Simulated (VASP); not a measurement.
The system is LaCo2.

```xyz
6
Lattice="0.0000 3.7245 3.7245 3.7245 0.0000 3.7245 3.7245 3.7245 0.0000" Properties=species:S:1:pos:R:3 pbc="T T T"
La    0.0000    0.0000    0.0000
La    1.8622    1.8622    1.8622
Co    4.6556    4.6556    4.6556
Co    4.6556    2.7934    2.7934
Co    2.7934    2.7934    4.6556
Co    2.7934    4.6556    2.7934
```

Base run:

```yaml
Program: VASP 6.6.1
Functional: PBEsol
Potentials_or_basis: VASP PAW PBE potentials, release 64 (La, Co)
Cutoff: 520 eV
k_mesh: 7 × 7 × 7
Occupations: fermi-dirac, width 0.1 eV
Spin: no spin polarisation
```

Its results: pressure -12.7 GPa.

**Question.** The run is repeated on the same cell with these changes: spin from no spin polarisation to collinear spin, ferromagnetic start; further incar settings from ALGO = Normal; EDIFF = 1e-06; NBANDS = 38 to ALGO = Normal; EDIFF = 1e-06; NBANDS = 42. What comes out?

**Answer.** Pressure -10.6 GPa; net moment 2.95 μB per cell; site moments La -0.20; Co +0.93 μB.

Caveats: the cell stands under tension; the PAW data sets were made with another functional, which shifts forces and pressure a little.
